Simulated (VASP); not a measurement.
# H15NO6 in VASP: notebook

H15NO6 is run at these levels: PBE+D3(BJ); tasks: single point, molecular dynamics.

Everything below comes from runs of VASP 6.6.1. Logs are shortened: lines on timing, memory, paths and dates and some standing lists are left out, and cuts for length are marked.

## 1. The cell of the first run

The cell holds an amorphous packing of atoms, 22 atoms: a = 6.028 Å, b = 6.028 Å, c = 6.028 Å, α = 90.00°, β = 90.00°, γ = 90.00°.

## 2. Single point, PBE+D3(BJ)

File INCAR:

```
PREC     = Accurate       # precision mode
ENCUT    = 520            # plane-wave cutoff, eV
EDIFF    = 1E-6           # SCF threshold, eV
ISMEAR   = -1             # smearing method
SIGMA    = 0.05           # smearing width, eV
LREAL    = Auto         
LASPH    = T              # aspherical terms in the spheres
NELM     = 80             # most SCF steps
ALGO     = Normal         # electronic algorithm
ISIF     = 2              # what is computed and relaxed
LWAVE    = F              # write WAVECAR
LCHARG   = F              # write CHGCAR
GGA      = PE             # functional
IVDW     = 12             # dispersion correction
NBANDS   = 45             # bands
```

File KPOINTS:

```
regular mesh
0
Gamma
  1 1 1
```

File POSCAR:

```
H15NO6
1.0
    6.0276500000      0.0000000000      0.0000000000
    0.0000000000      6.0276500000      0.0000000000
    0.0000000000      0.0000000000      6.0276500000
O H N
6 15 1
Direct
    0.2729421914      0.9489933888      0.3519116073
    0.2603833998      0.3150481531      0.8255787911
    0.3205892844      0.7505412557      0.7130307831
    0.5195225337      0.5262747505      0.2204673463
    0.8024520335      0.2658249898     -0.0108168192
    0.9748077609      0.8497175516      0.0310900600
    0.3803306430      1.0209451445      0.2537141340
    0.1643260641      0.8997868158      0.2314168872
    0.3138038871      0.4764543396      0.8232229808
    0.1939230048      0.2967159673      0.6809287201
    0.4657370617      0.8007598318      0.7770524168
    0.2956873740      0.8283659469      0.5755974551
    0.5994707722      0.6562258923      0.2714158918
    0.3973853824      0.5044088492      0.3195109205
    0.7497946961      0.3780411935      0.1053644455
    0.9562930827      0.3188307218     -0.0312725523
    0.8755982846      0.9823728982      0.0106177366
    1.0671986595      0.8348361302     -0.0996905925
    0.6937861356      0.0705084071      0.6312410309
    0.9041500419     -0.0700936518      0.5069139714
    0.8065332260      0.1653048866      0.4007034250
    0.7628677843      0.0251673538      0.4751105323
```

Potentials or basis: VASP PAW PBE potentials, release 64 (O, H, N).

Command:

```bash
> cat potpaw_PBE.64/O/POTCAR potpaw_PBE.64/H/POTCAR potpaw_PBE.64/N/POTCAR > POTCAR
> mpirun -np 1 vasp_gam > vasp.out
```

OUTCAR:

```text
PREC = Accurate
   ENCUT = 520
   EDIFF = 1E-6
   ISMEAR = -1
   LREAL = Auto
   LASPH = T
   NELM = 80
   ISIF = 2
   GGA = PE
   IVDW = 12
 IVDW          = 12

 ion  position               nearest neighbor table
   1  0.273  0.949  0.352-   7 0.98   8 1.02
   2  0.260  0.315  0.826-  10 0.97   9 1.02
   3  0.321  0.751  0.713-  12 0.96  11 1.00
   4  0.520  0.526  0.220-  14 0.96  13 0.97
   5  0.802  0.266  0.989-  16 0.99  15 1.02
   6  0.975  0.850  0.031-  18 0.97  17 1.01
   7  0.380  0.021  0.254-   1 0.98
   8  0.164  0.900  0.231-   1 1.02
   9  0.314  0.476  0.823-   2 1.02
  10  0.194  0.297  0.681-   2 0.97
  11  0.466  0.801  0.777-   3 1.00
  12  0.296  0.828  0.576-   3 0.96
  13  0.599  0.656  0.271-   4 0.97
  14  0.397  0.504  0.320-   4 0.96
  15  0.750  0.378  0.105-   5 1.02
  16  0.956  0.319  0.969-   5 0.99
  17  0.876  0.982  0.011-   6 1.01
  18  0.067  0.835  0.900-   6 0.97
  19  0.694  0.071  0.631-  22 1.06
  20  0.904  0.930  0.507-  22 1.04
  21  0.807  0.165  0.401-  22 0.99
  22  0.763  0.025  0.475-  21 0.99  20 1.04  19 1.06

  LATTYP: Found a simple cubic cell.
 ALAT       =     6.0276500000

  Lattice vectors:

 A1 = (   6.0276500000,   0.0000000000,   0.0000000000)
 A2 = (   0.0000000000,   6.0276500000,   0.0000000000)
 A3 = (   0.0000000000,   0.0000000000,   6.0276500000)

Analysis of symmetry for initial positions (statically):
=====================================================================
 Subroutine PRICEL returns:
 Original cell was already a primitive cell.

 Routine SETGRP: Setting up the symmetry group for a
 simple cubic supercell.

 Subroutine GETGRP returns: Found  1 space group operations
 (whereof  1 operations were pure point group operations)
 out of a pool of 48 trial point group operations.

The static configuration has the point symmetry C_1 .

Analysis of symmetry for dynamics (positions and initial velocities):
=====================================================================
 Subroutine PRICEL returns:
 Original cell was already a primitive cell.

 Routine SETGRP: Setting up the symmetry group for a
 simple cubic supercell.

[... 119 lines left out ...]
   NELM   =     80;   NELMIN=  2; NELMDL= -5     # of ELM steps
   EDIFF  = 0.1E-05   stopping-criterion for ELM
   LREAL  =      T    real-space projection
   EDIFFG = 0.1E-04   stopping-criterion for IOM
   NSW    =      0    number of steps for IOM
   IBRION =     -1    ionic relax: 0-MD 1-quasi-New 2-CG
   NFREE  =      0    steps in history (QN), initial steepest desc. (CG)
   ISIF   =      2    stress and relaxation
   ISYM   =      2    0-nonsym 1-usesym 2-fastsym
   POTIM  = 0.5000    time-step for ionic-motion
   TEBEG  =    0.0;   TEEND  =   0.0 temperature during run
   PSTRESS=    0.0 pullay stress
   NELECT =      56.0000    total number of electrons
   NUPDOWN=      -1.0000    fix difference up-down
   EMIN   =  10.00;   EMAX   =-10.00  energy-range for DOS
   EFERMI =   0.00;   METHOD = LEGACY
   ISMEAR =    -1;   SIGMA  =   0.05  broadening in eV -4-tet -1-fermi 0-gaus
   EFERMI_NEDOS =   21; number of points for ismear=-14 and -15
   IALGO  =     38    algorithm
   IMIX   =      4    mixing-type and parameters
     AMIX     =   0.40;   BMIX     =  1.00
     AMIX_MAG =   1.60;   BMIX_MAG =  1.00
  volume/ion in A,a.u.               =       9.95        67.18
  Fermi-wavevector in a.u.,A,eV,Ry     =   1.039097  1.963609 14.690521  1.079723
  Thomas-Fermi vector in A             =   2.173612
   LORBIT       =      0    0 simple, 1 ext, 2 COOP (PROOUT), +10 PAW based schemes
   GGA     = PE    functional components
   LHFCALC =     F    Hartree Fock is set to
   AEXX    =    0.0000 exact exchange contribution
   IVDW    =    12    specifies the selected vdW correction
   LEPSILON=     F    determine dielectric tensor
   LRPA    =     F    only Hartree local field effects (RPA)
 non-spin polarized calculation
  energy-cutoff  :      520.00
  volume of cell :      219.00
 maximum number of plane-waves:      2944
 NGX is ok and might be reduce to    48
   NGX = 23   NGY = 23   NGZ = 23

 number of electron      55.9999995 magnetization

 Free energy of the ion-electron system (eV)
  ---------------------------------------------------
  ext. energy  EPLUGINS =         0.00000000
  ---------------------------------------------------
  free energy    TOTEN  =      -106.44196256 eV

  energy without entropy =     -106.44196256  energy(sigma->0) =     -106.44196256

 E-fermi :  -1.7638     XC(G=0):  -6.7946

 val. band max:       -2.9657333997   @ k =   0.0000   0.0000   0.0000
 cond. band min:       0.7504293856   @ k =   0.0000   0.0000   0.0000
 fundamental gap:      3.7161627853
 Fermi energy:        -1.7638463113

 k-point     1 :       0.0000    0.0000    0.0000
  band No.  band energies     occupation
      1     -22.6160      2.00000
      2     -22.4147      2.00000
      3     -21.8596      2.00000
      4     -21.7430      2.00000
      5     -21.4387      2.00000
      6     -21.2536      2.00000
[... 32 lines left out ...]
     39       7.1279      0.00000
     40       7.2372      0.00000
 [bands above 40 left out]

------------------------ aborting loop because EDIFF is reached ----------------------------------------

 Edisp (eV)   -0.75526

 E8    (eV) :    -0.1552

  FORCE on cell =-STRESS in cart. coord.  units (eV):
  Direction    XX          YY          ZZ          XY          YZ          ZX
  --------------------------------------------------------------------------------------
  -------------------------------------------------------------------------------------
  Total      -1.54081    -0.42071     0.01922     0.23783    -2.64725    -1.17739
  in kB     -11.27235    -3.07788     0.14058     1.73996   -19.36696    -8.61365
  external pressure =       -4.74 kB  Pullay stress =        0.00 kB

 VOLUME and BASIS-vectors are now :
 -----------------------------------------------------------------------------
  energy-cutoff  :      520.00
  volume of cell :      219.00
      direct lattice vectors                 reciprocal lattice vectors
     6.027650000  0.000000000  0.000000000     0.165902134  0.000000000  0.000000000
     0.000000000  6.027650000  0.000000000     0.000000000  0.165902134  0.000000000
     0.000000000  0.000000000  6.027650000     0.000000000  0.000000000  0.165902134

 POSITION                                       TOTAL-FORCE (eV/Angst)
 -----------------------------------------------------------------------------------
      1.64520      5.72020      2.12120        -0.669659      0.347896     -1.977636
      1.56950      1.89900      4.97630         0.325435      1.382131      0.502013
      1.93240      4.52400      4.29790         1.358709     -0.736809      2.621045
      3.13150      3.17220      1.32890         0.824365     -0.116268     -0.704032
      4.83690      1.60230      5.96245         0.299862      1.500209      1.285292
      5.87580      5.12180      0.18740        -0.664700      0.113544      0.514496
[... 14 lines left out ...]
      4.86150      0.99640      2.41530         0.504378      0.939641     -0.572628
      4.59830      0.15170      2.86380        -0.590821     -1.493321      2.302796
 -----------------------------------------------------------------------------------
    total drift:                               -0.003668      0.000038     -0.002838

  FREE ENERGIE OF THE ION-ELECTRON SYSTEM (eV)
  ---------------------------------------------------
  free  energy   TOTEN  =      -107.1972187944 eV

  energy  without entropy=     -107.1972187943  energy(sigma->0) =     -107.19721879
```

OSZICAR:

```text
N       E                     dE             d eps       ncg     rms          rms(c)
DAV:   1     0.409683886430E+03    0.40968E+03   -0.31714E+04    98   0.115E+03
DAV:   2    -0.775925892604E+02   -0.48728E+03   -0.46644E+03   124   0.280E+02
DAV:   3    -0.117744773331E+03   -0.40152E+02   -0.39908E+02   108   0.841E+01
DAV:   4    -0.118295234492E+03   -0.55046E+00   -0.54955E+00   116   0.114E+01
DAV:   5    -0.118300884365E+03   -0.56499E-02   -0.56487E-02   116   0.109E+00    0.203E+01
DAV:   6    -0.106907643815E+03    0.11393E+02   -0.33308E+01   108   0.259E+01    0.788E+00
DAV:   7    -0.106629067897E+03    0.27858E+00   -0.14118E+00   108   0.496E+00    0.514E+00
DAV:   8    -0.106442514679E+03    0.18655E+00   -0.39128E-01   124   0.336E+00    0.835E-01
DAV:   9    -0.106434626995E+03    0.78877E-02   -0.41159E-02   116   0.980E-01    0.376E-01
DAV:  10    -0.106440751034E+03   -0.61240E-02   -0.87526E-03   100   0.428E-01    0.136E-01
DAV:  11    -0.106442067541E+03   -0.13165E-02   -0.97588E-04   100   0.212E-01    0.666E-02
DAV:  12    -0.106442029451E+03    0.38090E-04   -0.25959E-04   108   0.865E-02    0.351E-02
DAV:  13    -0.106441976400E+03    0.53051E-04   -0.54133E-05   100   0.474E-02    0.154E-02
DAV:  14    -0.106441963157E+03    0.13243E-04   -0.11188E-05   108   0.205E-02    0.684E-03
DAV:  15    -0.106441962558E+03    0.59935E-06   -0.79838E-06   116   0.167E-02
   1 F= -.10719722E+03 E0= -.10719722E+03  d E =-.910209E-10
```

stdout:

```text
POSCAR found type information on POSCAR O H N
 POSCAR found :  3 types and      22 ions
 scaLAPACK will be used
 LDA part: xc-table for (Slater+PW92), standard interpolation
 POSCAR, INCAR and KPOINTS ok, starting setup
 FFT: planning ... GRIDC
 FFT: planning ... GRID_SOFT
 FFT: planning ... GRID
 WAVECAR not read
 entering main loop
```

Run time: 15 s. Hardware: 1 thread of Intel Xeon 6975P-C (Granite Rapids), shared host; peak memory 0.32 GiB.

Results:

| Quantity | Value |
| --- | --- |
| Free energy | -107.1972 eV |
| Pressure | -0.5 GPa |
| Largest force | 3.043 eV/Å |
| Band gap on the k mesh | 3.72 eV |
| Dispersion energy per atom | -0.034 eV |

Forces on the atoms (eV/Å):
```
O   -0.670  0.348 -1.978
O    0.325  1.382  0.502
O    1.359 -0.737  2.621
O    0.824 -0.116 -0.704
O    0.300  1.500  1.285
O   -0.665  0.114  0.514
H    0.356  0.002  0.728
H   -0.205  0.124  0.578
H   -0.629 -1.581 -0.183
H   -0.110 -0.136 -0.313
H   -1.326 -0.280 -0.751
H    0.354  0.866 -1.426
H   -0.115  0.500  0.333
H   -0.424  0.038  0.579
H   -0.437 -1.371 -1.247
H    0.090 -0.403 -0.450
H    0.659 -0.212  0.220
H    0.458 -0.068 -0.490
H    0.738 -0.283 -1.397
H   -0.797  0.866 -0.151
H    0.504  0.940 -0.573
N   -0.591 -1.493  2.303
```

Levels at points of the mesh, in eV from the valence-band top:
```csv
k point,band 24,band 25,band 26,band 27,band 28,band 29,band 30,band 31,band 32,band 33
"(0.00, 0.00, 0.00)",-1.20,-1.05,-0.72,-0.62,0.00,3.72,6.69,7.42,8.08,8.21
```

Caveat: the k points lie up to 1.04 Å⁻¹ apart.

## 3. Molecular dynamics, PBE+D3(BJ)

File INCAR:

```
ALGO = Normal ; EDIFF = 1E-5
ENCUT = 520 ; GGA = PE
IBRION = 0 ; ISIF = 2
ISMEAR = -1 ; ISYM = 0
IVDW = 12 ; LANGEVIN_GAMMA = 20 20 20
LASPH = True ; LCHARG = False
LREAL = Auto ; LWAVE = False
MDALGO = 3 ; NBANDS = 45
NELM = 100 ; NELMIN = 4
NSW = 40 ; POTIM = 0.75
PREC = Accurate ; RANDOM_SEED = 403735 0 0
SIGMA = 0.05 ; TEBEG = 400.0
TEEND = 400.0
```

File KPOINTS:

```
k-points
0
Gamma
  1 1 1
```

File POSCAR:

```
H15NO6
1.0
    6.0276500000      0.0000000000      0.0000000000
    0.0000000000      6.0276500000      0.0000000000
    0.0000000000      0.0000000000      6.0276500000
O H N
6 15 1
Direct
    0.2225840800      0.9279405800      0.3283970500
    0.1338646700      0.4122121000      0.8896868100
    0.3412178000      0.7682615900      0.7407957200
    0.5248729900      0.4911603900      0.2941603100
    0.7211059300      0.2167626400     -0.0038644300
    0.8703460500      0.7979385200      0.1069322700
    0.2803466500      1.0627884700      0.2627716900
    0.0935111300      0.8824266900      0.2336054400
    0.2235409400      0.5413043900      0.8325743700
    0.1931618900      0.2865079900      0.8084340100
    0.5019431500      0.7961497000      0.7187724000
    0.2827443000      0.8163571800      0.5958867100
    0.6466572100      0.5987361100      0.3013585600
    0.3983375300      0.5853137400      0.2559262300
    0.6347985000      0.3152458300      0.0962705700
    0.8579338100      0.3002014500     -0.0347939700
    0.8039584000      0.9395643200      0.0534837500
    0.9104185700      0.7126583600     -0.0238349100
    0.6887631500      0.1053720400      0.6887798700
    0.9009611100     -0.0284087600      0.5825780000
    0.6806336200      0.0054842200      0.4327601900
    0.7310427300     -0.0288569300      0.5914719600
```

Potentials or basis: VASP PAW PBE potentials, release 64 (O, H, N).

Command:

```bash
> cat potpaw_PBE.64/O/POTCAR potpaw_PBE.64/H/POTCAR potpaw_PBE.64/N/POTCAR > POTCAR
> mpirun -np 1 vasp_gam > vasp.out
```

Run time: 5.5 min. Hardware: 1 thread of Intel Xeon 6975P-C (Granite Rapids), shared host; peak memory 0.35 GiB.

The run converged. Its results:

```yaml
Dispersion_energy_per_atom: -0.034 eV
```

Caveat: the k points lie up to 1.04 Å⁻¹ apart.

## 4. Molecular dynamics, PBE+D3(BJ)

File INCAR:

```
PREC = Accurate ; ENCUT = 520
EDIFF = 1E-5 ; ISMEAR = -1
SIGMA = 0.05 ; LREAL = Auto
LASPH = True ; NELM = 100
ALGO = Normal ; ISIF = 2
LWAVE = False ; LCHARG = False
GGA = PE ; IVDW = 12
IBRION = 0 ; NSW = 40
POTIM = 0.5 ; TEBEG = 400.0
TEEND = 400.0 ; ISYM = 0
NELMIN = 4 ; RANDOM_SEED = 308976 0 0
MDALGO = 3 ; LANGEVIN_GAMMA = 50 50 50
```

File KPOINTS:

```
Automatic mesh
0
Gamma
  1 1 1
```

File POSCAR:

```
H15NO6
1.0
    6.0276500000      0.0000000000      0.0000000000
    0.0000000000      6.0276500000      0.0000000000
    0.0000000000      0.0000000000      6.0276500000
O H N
6 15 1
Direct
    0.1860976800      0.8337832900      0.3634494100
    0.2455859900      0.3148105800      0.8722274300
    0.3464160600      0.7660581400      0.7809176900
    0.5776315300      0.5149341900      0.2602424300
    0.7847790800      0.2290081900     -0.0052696100
    0.8515148400      0.8368153000      0.0871924100
    0.2747831000      0.9614950100      0.3176853000
    0.0810410100      0.8169854400      0.2293748500
    0.3560048000      0.4299153400      0.8290756500
    0.2843864200      0.1657758900      0.8189529200
    0.4845102600      0.8538229200      0.7291535200
    0.2733079800      0.7684742300      0.6376635600
    0.6597783700      0.6493050500      0.2108888100
    0.4397550500      0.5617811400      0.1778301400
    0.7001841300      0.3297984300      0.1000812300
    0.9166535300      0.3105757300     -0.0228190300
    0.8238588100      1.0145701600      0.0684151700
    0.8415149500      0.7984481000     -0.0628664600
    0.7429902000      0.1246407200      0.6578397300
    0.8731443800     -0.0486700900      0.5171623400
    0.6300992900     -0.0189597500      0.4642173100
    0.7266544300     -0.0277748000      0.5924697300
```

Command:

```bash
> cat potpaw_PBE.64/O/POTCAR potpaw_PBE.64/H/POTCAR potpaw_PBE.64/N/POTCAR > POTCAR
> mpirun -np 1 vasp_gam > vasp.out
```

It took 5.1 min on 1 thread of Intel Xeon 6975P-C (Granite Rapids), shared host; peak memory 0.35 GiB.

It converged, with:

| Item | Value |
| --- | --- |
| Dispersion energy per atom | -0.034 eV |

Caveat: the k points lie up to 1.04 Å⁻¹ apart.
